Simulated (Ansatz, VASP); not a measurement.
# GaAs: VASP beside Ansatz

File INCAR:

```
  PREC = Accurate
  ENCUT = 520
  EDIFF = 1E-6
  ISMEAR = 0
  SIGMA = 0.05
  LREAL = False
  LASPH = True
  NELM = 80
  ALGO = Normal
  ISIF = 2
  LWAVE = False
  LCHARG = False
  LDIPOL = True
  IDIPOL = 3
  DIPOL = 0.5 0.5 0.500
  NBANDS = 66
```

Contents of KPOINTS:

```
regular mesh
0
Gamma
  9 6 1
```

POSCAR

```
GaAs
1.0
    3.9621891203      0.0000000000      0.0000000000
    0.0000000000      5.6033815906      0.0000000000
    0.0000000000      0.0000000000     24.9054728007
Ga As
6 6
Direct
    0.5000000000      0.5000000000      0.3011386317
    0.0000000000      0.0000000000      0.3806831790
    0.5000000000      0.5000000000      0.4602277263
    0.0000000000      0.0000000000      0.5397722737
    0.5000000000      0.5000000000      0.6193168210
    0.0000000000      0.0000000000      0.6988613683
    0.0000000000      0.2500000000      0.3011386317
    0.5000000000      0.7500000000      0.3806831790
    0.0000000000      0.2500000000      0.4602277263
    0.5000000000      0.7500000000      0.5397722737
    0.0000000000      0.2500000000      0.6193168210
    0.5000000000      0.7500000000      0.6988613683
```

Input for Ansatz:

```yaml
crystal:
  lattice:
    - [3.9621891203, 0.0, 0.0]
    - [0.0, 5.6033815906, 0.0]
    - [0.0, 0.0, 24.9054728007]
  atoms:
    - { symbol: Ga, position: [0.5, 0.5, 0.3011386317] }
    - { symbol: As, position: [0.0, 0.25, 0.3011386317] }
    - { symbol: Ga, position: [0.0, 0.0, 0.380683179] }
    - { symbol: As, position: [0.5, 0.75, 0.380683179] }
    - { symbol: Ga, position: [0.5, 0.5, 0.4602277263] }
    - { symbol: As, position: [0.0, 0.25, 0.4602277263] }
    - { symbol: Ga, position: [0.0, 0.0, 0.5397722737] }
    - { symbol: As, position: [0.5, 0.75, 0.5397722737] }
    - { symbol: Ga, position: [0.5, 0.5, 0.619316821] }
    - { symbol: As, position: [0.0, 0.25, 0.619316821] }
    - { symbol: Ga, position: [0.0, 0.0, 0.6988613683] }
    - { symbol: As, position: [0.5, 0.75, 0.6988613683] }
basis:
  ecutwfc: 420
kpoints:
  mp_grid: { grid: [9, 6, 1] }
hamiltonian:
  xc: lda
scf:
  occupations: { method: gaussian, width: 0.05 }
  mixing: { algorithm: msr1, beta: 0.1, ndim: 16 }
output:
  forces: true
  eigenvalues: true
  stress: true
efield:
  axis: 3
  dipole_correction: true
  ramp_width: 0.04
```

Alike in both runs: task single point; functional LDA; k mesh 9 × 6 × 1; occupations gaussian, width 0.05 eV; no spin polarisation.

|  | VASP | Ansatz |
| --- | --- | --- |
| version | VASP 6.6.1 | Ansatz 0.2.0 |
| potentials or method | VASP PAW LDA potentials, release 64 (Ga_d, As), cutoff 520 eV | scalar-relativistic, plane waves, PAW |
| valence electrons in the cell | 108 | 168 |

|  | VASP | Ansatz | Ansatz less VASP |
| --- | --- | --- | --- |
| gap on the k mesh at the Fermi level (eV) | 0.40 | 0.40 | -0.003 |
| rms of the force components (eV/Å) | 0.522 | 0.525 | +0.0029 |

LDA's correlation is that of Perdew and Zunger in VASP and of Perdew and Wang (1992) in Ansatz. VASP's potentials hold 108 valence electrons a cell and Ansatz's 168, so a difference there can come from the potentials and not from the codes.
